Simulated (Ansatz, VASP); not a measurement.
## One calculation of RuC2, two programs

```
CELL_PARAMETERS angstrom
-1.40318 1.40318 3.44219
1.40318 -1.40318 3.44219
1.40318 1.40318 -3.44219
ATOMIC_POSITIONS crystal
Ru 0.00000 0.00000 0.00000
C 0.66500 0.66500 0.00000
C 0.33500 0.33500 0.00000
```

Alike in both runs: task relaxation of cell and atoms; functional PBE; k mesh 8 × 8 × 8; occupations gaussian, width 0.1 eV; no spin polarisation.

|  | VASP | Ansatz |
| --- | --- | --- |
| version | VASP 6.6.1 | Ansatz 0.2.0 |
| potentials or method | VASP PAW PBE potentials, release 64 (Ru_pv, C), cutoff 600 eV | scalar-relativistic, plane waves, PAW |
| valence electrons in the cell | 22 | 24 |

```tsv
	VASP	Ansatz	Ansatz less VASP
gap on the k mesh at the Fermi level, each at its own relaxed structure (eV)	none	none	-
relaxed volume (Å³/atom)	8.52	8.53	+0.009
relaxed cell length with the largest relative difference (Å)	3.880	3.880	+0.0003
```

A gap of «none» marks a metal or a gap that the smearing closes. VASP's potentials hold 22 valence electrons a cell and Ansatz's 24, so a difference there can come from the potentials and not from the codes.

The k mesh is coarse, so the values compare programs but aren't converged.
